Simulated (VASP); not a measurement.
# Al3Cu2 (P-3m1) in VASP: a series of runs

Runs on Al3Cu2. Level: r2SCAN. Tasks: single point, relaxation of cell and atoms.

All numbers are computed with VASP 6.6.1; they aren't measurements. Logs are shortened: lines on timing, memory, paths and dates and some standing lists are left out, and cuts for length are marked.

## Step 1: The cell of the first run

It takes space group P-3m1 (No. 164, trigonal). The conventional cell has a = 4.061 Å, b = 4.061 Å, c = 4.940 Å, α = 90.00°, β = 90.00°, γ = 120.00°. Al (site symmetry -3m) has 6 Cu at 2.47 Å and 6 Al at 2.92 Å within 3.3 Å. Al (site symmetry 3m) has 5 Cu at 2.42 to 2.53 Å and 6 Al at 2.77 to 2.92 Å within 3.2 Å. Within 3.2 Å of Cu (site symmetry 3m) lie 8 Al at 2.42 to 2.53 Å and 3 Cu at 2.82 Å.

## Step 2: Single point, r2SCAN (equal strain along all axes, cell held: -1.0 %, then relaxed in part)

POSCAR reads:

```
Al3Cu2
1.0
    4.0607936653      0.0000000000      0.0000000000
   -2.0303968326      3.5167504737      0.0000000000
    0.0000000000      0.0000000000      4.9399627795
Al Cu
3 2
Direct
    0.0000000000      0.0000000000      0.0000000000
    0.3333333333      0.6666666667      0.3507640175
    0.6666666667      0.3333333333      0.6492359825
    0.3333333333      0.6666666667      0.8409051089
    0.6666666667      0.3333333333      0.1590948911
```

INCAR.step1 reads:

```
ALGO     = Normal         # electronic algorithm
EDIFF    = 1E-4           # SCF threshold, eV
ENCUT    = 520            # plane-wave cutoff, eV
GGA      = PE             # functional
ISMEAR   = 0              # smearing method
LASPH    = True           # aspherical terms in the spheres
LCHARG   = False          # write CHGCAR
LREAL    = False          # projectors in reciprocal space
LWAVE    = True           # write WAVECAR
NBANDS   = 24             # bands
NELM     = 100            # most SCF steps
PREC     = Accurate       # precision mode
SIGMA    = 0.1            # smearing width, eV
```

INCAR.step2 reads:

```
ALGO     = Normal         # electronic algorithm
EDIFF    = 1E-6           # SCF threshold, eV
ENCUT    = 520            # plane-wave cutoff, eV
ISIF     = 2              # what is computed and relaxed
ISMEAR   = 0              # smearing method
ISTART   = 1            
LASPH    = True           # aspherical terms in the spheres
LCHARG   = True           # write CHGCAR
LELF     = True           # ELF
LMIXTAU  = True         
LREAL    = False          # projectors in reciprocal space
LVHAR    = True         
LWAVE    = False          # write WAVECAR
METAGGA  = R2SCAN         # meta-GGA
NBANDS   = 24             # bands
NELM     = 100            # most SCF steps
PREC     = Accurate       # precision mode
SIGMA    = 0.1            # smearing width, eV
```

KPOINTS reads:

```
k-points
0
Gamma
  12 12 8
```

Potentials or basis: VASP PAW PBE potentials, release 64 (Al, Cu).

Run with:

```sh
$ cat potpaw_PBE.64/Al/POTCAR potpaw_PBE.64/Cu/POTCAR > POTCAR
$ cp INCAR.step1 INCAR
$ mpirun -np 1 vasp_std > vasp.out
$ cp INCAR.step2 INCAR
$ mpirun -np 1 vasp_std > vasp.out
```

OUTCAR:

```text
EDIFF = 1E-6
   ENCUT = 520
   ISIF = 2
   ISMEAR = 0
   ISTART = 1
   LASPH = True
   LREAL = False
   METAGGA = R2SCAN
   NELM = 100
   PREC = Accurate

 ion  position               nearest neighbor table
   1  0.000  0.000  0.000-   4 2.47   5 2.47   4 2.47   5 2.47   5 2.47   4 2.47   2 2.92   3 2.92
                             2 2.92   3 2.92   2 2.92   3 2.92
   2  0.333  0.667  0.351-   4 2.42   4 2.52   5 2.53   5 2.53   5 2.53   3 2.77   3 2.77   3 2.77
                             1 2.92   1 2.92   1 2.92
   3  0.667  0.333  0.649-   5 2.42   5 2.52   4 2.53   4 2.53   4 2.53   2 2.77   2 2.77   2 2.77
                             1 2.92   1 2.92   1 2.92
   4  0.333  0.667  0.841-   2 2.42   1 2.47   1 2.47   1 2.47   2 2.52   3 2.53   3 2.53   3 2.53

   5  0.667  0.333  0.159-   3 2.42   1 2.47   1 2.47   1 2.47   3 2.52   2 2.53   2 2.53   2 2.53

  LATTYP: Found a hexagonal cell.
 ALAT       =     4.0607936653
 C/A-ratio  =     1.2165017941

  Lattice vectors:

 A1 = (   4.0607936653,   0.0000000000,   0.0000000000)
 A2 = (  -2.0303968326,   3.5167504737,   0.0000000000)
 A3 = (   0.0000000000,   0.0000000000,   4.9399627795)

Analysis of symmetry for initial positions (statically):
=====================================================================
 Subroutine PRICEL returns:
 Original cell was already a primitive cell.

 Routine SETGRP: Setting up the symmetry group for a
 hexagonal supercell.

 Subroutine GETGRP returns: Found 12 space group operations
 (whereof 12 operations were pure point group operations)
 out of a pool of 24 trial point group operations.

The static configuration has the point symmetry D_3d.

Analysis of symmetry for dynamics (positions and initial velocities):
=====================================================================
 Subroutine PRICEL returns:
 Original cell was already a primitive cell.

 Routine SETGRP: Setting up the symmetry group for a
 hexagonal supercell.

 Subroutine GETGRP returns: Found 12 space group operations
 (whereof 12 operations were pure point group operations)
 out of a pool of 24 trial point group operations.

The dynamic configuration has the point symmetry D_3d.

 Subroutine INISYM returns: Found 12 space group operations
 (whereof 12 operations are pure point group operations),
 and found     1 'primitive' translations

----------------------------------------------------------------------------------------

                                     Primitive cell

  volume of cell :      70.5466

  direct lattice vectors                    reciprocal lattice vectors
     4.060793665  0.000000000  0.000000000     0.246257279  0.142176707  0.000000000
    -2.030396833  3.516750474  0.000000000     0.000000000  0.284353413  0.000000000
     0.000000000  0.000000000  4.939962780     0.000000000  0.000000000  0.202430675

  length of vectors
     4.060793665  4.060793665  4.939962780     0.284353413  0.284353413  0.202430675

  position of ions in fractional coordinates (direct lattice)
     0.000000000  0.000000000  0.000000000
     0.333333333  0.666666667  0.350764017
     0.666666667  0.333333333  0.649235983
     0.333333333  0.666666667  0.840905109
     0.666666667  0.333333333  0.159094891

  ion indices of the primitive-cell ions
   primitive index   ion index
                 1           1
                 2           2
                 3           3
                 4           4
                 5           5

----------------------------------------------------------------------------------------

 KPOINTS: k-points

Automatic generation of k-mesh.
 Grid dimensions read from file:
 generate k-points for:   12   12    8

 Generating k-lattice:

  Cartesian coordinates                     Fractional coordinates (reciprocal lattice)
     0.020521440  0.011848059  0.000000000     0.083333333  0.000000000  0.000000000
     0.000000000  0.023696118  0.000000000     0.000000000  0.083333333  0.000000000
     0.000000000  0.000000000  0.025303834     0.000000000  0.000000000  0.125000000

[... 56 lines left out ...]
     24      14.8916      0.00000

 k-point     2 :       0.0833    0.0000    0.0000
  band No.  band energies     occupation
      1      -3.3266      2.00000
      2       1.8321      2.00000
      3       2.3713      2.00000
      4       2.9547      2.00000
      5       2.9668      2.00000
      6       3.2909      2.00000
[... 16 lines left out ...]
     23      14.6322      0.00000
     24      14.7490      0.00000

 k-point     3 :       0.1667    0.0000    0.0000
  band No.  band energies     occupation
      1      -3.0618      2.00000
      2       1.9571      2.00000
      3       2.3382      2.00000
      4       2.9891      2.00000
      5       3.0467      2.00000
      6       3.2417      2.00000
[... 16 lines left out ...]
     23      14.3291      0.00000
     24      14.8195      0.00000

 k-point     4 :       0.2500    0.0000    0.0000
  band No.  band energies     occupation
      1      -2.6249      2.00000
      2       2.0768      2.00000
      3       2.1931      2.00000
      4       2.9416      2.00000
      5       3.1665      2.00000
      6       3.2426      2.00000
[... 16 lines left out ...]
     23      14.6032      0.00000
     24      14.8829      0.00000

 k-point     5 :       0.3333    0.0000    0.0000
  band No.  band energies     occupation
      1      -2.0249      2.00000
      2       1.5804      2.00000
      3       2.1933      2.00000
      4       2.9070      2.00000
      5       3.2861      2.00000
      6       3.3055      2.00000
[... 451 lines left out ...]
 k-point    22 :       0.0000    0.0833    0.1250
  band No.  band energies     occupation
      1      -3.2309      2.00000
      2       1.2359      2.00000
      3       2.5784      2.00000
      4       2.9403      2.00000
      5       2.9536      2.00000
      6       3.2807      2.00000
[... 16 lines left out ...]
     23      14.6685      0.00000
     24      14.8637      0.00000

 k-point    23 :       0.1667    0.0000    0.1250
  band No.  band energies     occupation
      1      -2.9666      2.00000
      2       1.4221      2.00000
      3       2.5099      2.00000
      4       2.9181      2.00000
      5       3.0311      2.00000
      6       3.2933      2.00000
[... 16 lines left out ...]
     23      14.7801      0.00000
     24      15.2255      0.00000

 k-point    24 :       0.0000    0.1667    0.1250
  band No.  band energies     occupation
      1      -2.9662      2.00000
      2       1.4112      2.00000
      3       2.4826      2.00000
      4       2.9858      2.00000
      5       3.0309      2.00000
      6       3.2348      2.00000
[... 16 lines left out ...]
     23      14.7646      0.00000
     24      15.0966      0.00000

 [... further k-points ...]

------------------------ aborting loop because EDIFF is reached ----------------------------------------

  FORCE on cell =-STRESS in cart. coord.  units (eV):
  Direction    XX          YY          ZZ          XY          YZ          ZX
  --------------------------------------------------------------------------------------
  -------------------------------------------------------------------------------------
  Total        1.5002800      1.5002800      1.5603582      0.0000000     -0.0000000      0.0000000
  in kB       34.0727167     34.0727167     35.4371466      0.0000000     -0.0000000      0.0000000
  external PRESSURE =      34.5275266 kB  Pullay stress =       0.0000000 kB

 VOLUME and BASIS-vectors are now :
 -----------------------------------------------------------------------------
  energy-cutoff  :      520.00
  volume of cell :       70.55
      direct lattice vectors                 reciprocal lattice vectors
     4.060793665  0.000000000  0.000000000     0.246257279  0.142176707  0.000000000
    -2.030396833  3.516750474  0.000000000     0.000000000  0.284353413  0.000000000
     0.000000000  0.000000000  4.939962780     0.000000000  0.000000000  0.202430675

 POSITION                                       TOTAL-FORCE (eV/Angst)
 -----------------------------------------------------------------------------------
      0.00000      0.00000      0.00000        -0.000000      0.000000      0.000000
     -0.00000      2.34450      1.73276        -0.000000      0.000000      0.004464
      2.03040      1.17225      3.20720         0.000000      0.000000     -0.004464
     -0.00000      2.34450      4.15404         0.000000      0.000000     -0.010592
      2.03040      1.17225      0.78592         0.000000      0.000000      0.010592
 -----------------------------------------------------------------------------------
    total drift:                               -0.000000      0.000000     -0.000000

  FREE ENERGIE OF THE ION-ELECTRON SYSTEM (eV)
  ---------------------------------------------------
  free  energy   TOTEN  =       -42.7945160345 eV

  energy  without entropy=      -42.7888739992  energy(sigma->0) =      -42.79169502
```

Run time: 5.5 min. Hardware: 1 thread of Intel Xeon 6975P-C (Granite Rapids), shared host; peak memory 0.32 GiB.

Results:

```yaml
Free_energy: -42.7945 eV
Pressure: 3.5 GPa
Largest_force: 0.011 eV/Å
Band_gap_on_the_k_mesh: zero (an odd number of electrons rules out a gap without spin polarisation)
```

Forces on the atoms (eV/Å):
```
Al   0.000  0.000  0.000
Al   0.000  0.000  0.004
Al   0.000  0.000 -0.004
Cu   0.000  0.000 -0.011
Cu   0.000  0.000  0.011
```

Levels at points of the mesh, in eV from the Fermi level:
```
           k point  band 11  band 12  band 13  band 14  band 15  band 16  band 17  band 18  band 19  band 20
(0.00, 0.00, 0.00)    -4.42    -3.89    -3.88    -0.28    -0.28     1.39     1.39     3.02     3.48     5.82
(0.50, 0.00, 0.00)    -4.55    -4.37    -3.37    -3.28    -2.79    -0.77     0.15     0.50     3.18     4.06
(0.00, 0.00, 0.50)    -4.46    -4.46     1.23     1.23     1.32     1.32     1.84     2.58     2.58     2.66
(0.50, 0.00, 0.50)    -4.57    -4.48    -4.39    -3.75    -1.97    -0.23     0.90     1.17     5.56     5.94
```

Caveat: the cell differs from its parent crystal (equal strain along all axes, cell held: -1.0 %, then relaxed in part); the cell stands under pressure; the PAW data sets were made with another functional, which shifts forces and pressure a little.

## Step 3: Single point, r2SCAN (biaxial strain in the a-b plane: +3.0 %, then relaxed in part)

POSCAR reads:

```
Al3Cu2
1.0
    4.2248661345      0.0000000000      0.0000000000
   -2.1124330673      3.6588414001      0.0000000000
    0.0000000000      0.0000000000      4.9383412500
Al Cu
3 2
Direct
    0.0000000000      0.0000000000      0.0000000000
    0.3333333333      0.6666666667      0.3514150268
    0.6666666667      0.3333333333      0.6485849732
    0.3333333333      0.6666666667      0.8438011466
    0.6666666667      0.3333333333      0.1561988534
```

INCAR.step1 reads:

```
ALGO = Normal
EDIFF = 1E-4
ENCUT = 520
GGA = PE
ISMEAR = 0
LASPH = T
LCHARG = F
LREAL = F
LWAVE = T
NBANDS = 24
NELM = 100
PREC = Accurate
SIGMA = 0.1
```

INCAR.step2 reads:

```
ALGO = Normal
EDIFF = 1E-6
ENCUT = 520
ISIF = 2
ISMEAR = 0
ISTART = 1
LASPH = T
LCHARG = T
LELF = T
LMIXTAU = T
LREAL = F
LVHAR = T
LWAVE = F
METAGGA = R2SCAN
NBANDS = 24
NELM = 100
PREC = Accurate
SIGMA = 0.1
```

KPOINTS is that of step 2.

Potentials or basis: VASP PAW PBE potentials, release 64 (Al, Cu).

Run with:

```sh
$ cat potpaw_PBE.64/Al/POTCAR potpaw_PBE.64/Cu/POTCAR > POTCAR
$ cp INCAR.step1 INCAR
$ mpirun -np 1 vasp_std > vasp.out
$ cp INCAR.step2 INCAR
$ mpirun -np 1 vasp_std > vasp.out
```

Run time: 7.8 min. Hardware: 1 thread of Intel Xeon Platinum 8488C (Sapphire Rapids), shared host; peak memory 0.34 GiB.

It converged, with:

- Free energy: -42.7122 eV
- Pressure: -4.8 GPa
- Largest force: 0.005 eV/Å
- Band gap on the k mesh: zero (an odd number of electrons rules out a gap without spin polarisation)

Forces on the atoms (eV/Å):
```
Al   0.000  0.000  0.000
Al   0.000  0.000  0.005
Al   0.000  0.000 -0.005
Cu   0.000  0.000 -0.001
Cu   0.000  0.000  0.001
```

Stress tensor (GPa, compression positive):
```
-7.14  0.00  0.00
 0.00 -7.14  0.00
 0.00  0.00 -0.02
```

Levels at points of the mesh, in eV from the Fermi level:
| k point | band 12 | band 13 | band 14 | band 15 | band 16 | band 17 | band 18 | band 19 |
| --- | --- | --- | --- | --- | --- | --- | --- | --- |
| (0.00, 0.00, 0.00) | -3.59 | -3.58 | -0.49 | -0.49 | 1.07 | 1.07 | 2.19 | 2.74 |
| (0.50, 0.00, 0.00) | -4.13 | -3.34 | -2.90 | -2.53 | -0.59 | -0.18 | 0.55 | 3.25 |
| (0.00, 0.00, 0.50) | -4.23 | 1.05 | 1.05 | 1.17 | 1.17 | 1.94 | 2.16 | 2.16 |
| (0.50, 0.00, 0.50) | -4.22 | -4.12 | -3.56 | -1.94 | -0.26 | 0.66 | 0.71 | 5.81 |

Caveat: the cell differs from its parent crystal (biaxial strain in the a-b plane: +3.0 %, then relaxed in part); the stress differs along the axes, from -7 to -0 GPa; the PAW data sets were made with another functional, which shifts forces and pressure a little.

## Step 4: Relaxation of cell and atoms, r2SCAN, target pressure 4 GPa, at which the enthalpy is minimised

This run uses another cell than the first one, of 14.08 Å³/atom.

POSCAR reads:

```
Al3Cu2
1.0
    4.0578453132      0.0000000000      0.0000000000
   -2.0289226566      3.5141971259      0.0000000000
    0.0000000000      0.0000000000      4.9369117079
Al Cu
3 2
Direct
    0.0000000000      0.0000000000      0.0000000000
    0.3333333333      0.6666666667      0.3502811116
    0.6666666667      0.3333333333      0.6497188884
    0.3333333333      0.6666666667      0.8402775879
    0.6666666667      0.3333333333      0.1597224121
```

INCAR.step1 reads:

```
PREC     = Accurate       # precision mode
ENCUT    = 600            # plane-wave cutoff, eV
ISMEAR   = 0              # smearing method
SIGMA    = 0.1            # smearing width, eV
LREAL    = False          # projectors in reciprocal space
LASPH    = True           # aspherical terms in the spheres
NELM     = 60             # most SCF steps
GGA      = PE             # functional
ALGO     = Normal         # electronic algorithm
EDIFF    = 1E-4           # SCF threshold, eV
LWAVE    = True           # write WAVECAR
LCHARG   = False          # write CHGCAR
KPAR     = 4
```

INCAR.step2 reads:

```
PREC     = Accurate       # precision mode
ENCUT    = 600            # plane-wave cutoff, eV
EDIFF    = 1E-7           # SCF threshold, eV
ISMEAR   = 0              # smearing method
SIGMA    = 0.1            # smearing width, eV
LREAL    = False          # projectors in reciprocal space
LASPH    = True           # aspherical terms in the spheres
NELM     = 60             # most SCF steps
ALGO     = Normal         # electronic algorithm
ISIF     = 3              # what is computed and relaxed
LWAVE    = False          # write WAVECAR
LCHARG   = False          # write CHGCAR
METAGGA  = R2SCAN         # meta-GGA
LMIXTAU  = True         
IBRION   = 2              # ionic algorithm
NSW      = 70             # ionic steps
EDIFFG   = -0.008         # ionic threshold
PSTRESS  = 40.0         
ISTART   = 1            
KPAR     = 4
```

KPOINTS reads:

```
Automatic mesh
0
Gamma
  12 12 8
```

Run with:

```sh
$ cat potpaw_PBE.64/Al/POTCAR potpaw_PBE.64/Cu/POTCAR > POTCAR
$ cp INCAR.step1 INCAR
$ mpirun -np 4 vasp_std > vasp.out
$ cp INCAR.step2 INCAR
$ mpirun -np 4 vasp_std > vasp.out
```

It took 11 min on 4 MPI ranks of Oxide Virtual Turin-like, shared host; peak memory 0.34 GiB.

Results (log left out):

```
Free energy                                                : -42.7911 eV
Relaxed volume                                             : 14.08 Å³/atom
Relaxed cell                                               : a = 4.057 Å, b = 4.057 Å, c = 4.939 Å, α = 90.00°, β = 90.00°, γ = 120.00°
Space group after relaxing (to 0.1 Å)                      : P-3m1 (No. 164)
Energy change on relaxing (the run minimises the enthalpy) : +0.1 meV/atom
Ionic steps                                                : 4
Pressure after relaxing                                    : 4.0 GPa
Largest force after relaxing                               : 0.006 eV/Å
Band gap on the k mesh                                     : zero (an odd number of electrons rules out a gap without spin polarisation)
```

Forces in eV/Å, atoms in the order of the input:
```
Al   0.000  0.000  0.000
Al   0.000  0.000  0.001
Al   0.000  0.000 -0.001
Cu   0.000  0.000  0.006
Cu   0.000  0.000 -0.006
```

The path:
```tsv
step	energy change (eV)	largest force (eV/Å)	pressure (GPa)	volume (Å³)
1	0.0000	0.0212	3.96	70.40
2	0.0007	0.0102	4.02	70.37
3	0.0010	0.0082	4.03	70.36
4	0.0004	0.0065	3.96	70.38
```

Final structure:
```yaml
crystal:
  lattice:
    - [4.05657, 0.00000, 0.00000]
    - [-2.02828, 3.51309, 0.00000]
    - [0.00000, 0.00000, 4.93863]
  atoms:
    - { symbol: Al, position: [0.00000, 0.00000, 0.00000] }
    - { symbol: Al, position: [0.33333, 0.66667, 0.35068] }
    - { symbol: Al, position: [0.66667, 0.33333, 0.64932] }
    - { symbol: Cu, position: [0.33333, 0.66667, 0.84051] }
    - { symbol: Cu, position: [0.66667, 0.33333, 0.15949] }
```

Levels at points of the mesh, in eV from the Fermi level:
| k point | band 11 | band 12 | band 13 | band 14 | band 15 | band 16 | band 17 | band 18 | band 19 |
| --- | --- | --- | --- | --- | --- | --- | --- | --- | --- |
| (0.00, 0.00, 0.00) | -4.42 | -3.89 | -3.89 | -0.27 | -0.27 | 1.40 | 1.40 | 3.04 | 3.50 |
| (0.50, 0.00, 0.00) | -4.56 | -4.37 | -3.37 | -3.29 | -2.80 | -0.77 | 0.16 | 0.50 | 3.18 |
| (0.00, 0.00, 0.50) | -4.47 | -4.47 | 1.24 | 1.24 | 1.32 | 1.32 | 1.83 | 2.60 | 2.60 |
| (0.50, 0.00, 0.50) | -4.58 | -4.49 | -4.40 | -3.75 | -1.97 | -0.22 | 0.90 | 1.18 | 5.56 |

Caveat: the cell is relaxed towards a set pressure, so the run minimises the enthalpy, not the energy; the PAW data sets were made with another functional, which shifts forces and pressure a little.

## Step 5: Overview

```csv
task,cell,cutoff (eV),gap on the mesh (eV),pressure (GPa),largest force (eV/Å)
single point,"a = 4.061, b = 4.061, c = 4.940 Å, angles 90.0, 90.0, 120.0°, 5 atoms, atomic positions A",520,none,3.5,0.01
single point,"a = 4.225, b = 4.225, c = 4.938 Å, angles 90.0, 90.0, 120.0°, 5 atoms, atomic positions B",520,none,-4.8,-
relaxation of cell and atoms,"relaxed to 4 GPa from a = 4.058, b = 4.058, c = 4.937 Å, angles 90.0, 90.0, 120.0°, 5 atoms, atomic positions C",600,none,4.0,0.01
```

Alike in all rows: level r2SCAN; potentials or basis VASP PAW PBE potentials, release 64 (Al, Cu); no spin polarisation; k mesh 12 × 12 × 8; smearing gaussian 0.1 eV.

Caveats: the PAW data sets were made with another functional, which shifts forces and pressure a little; the cell stands under pressure (at least some runs); the stress differs along the axes, from -7 to -0 GPa (at least some runs); the cell is relaxed towards a set pressure, so the run minimises the enthalpy, not the energy (at least some runs).

Absolute energies hang on the potentials; compare differences alone.
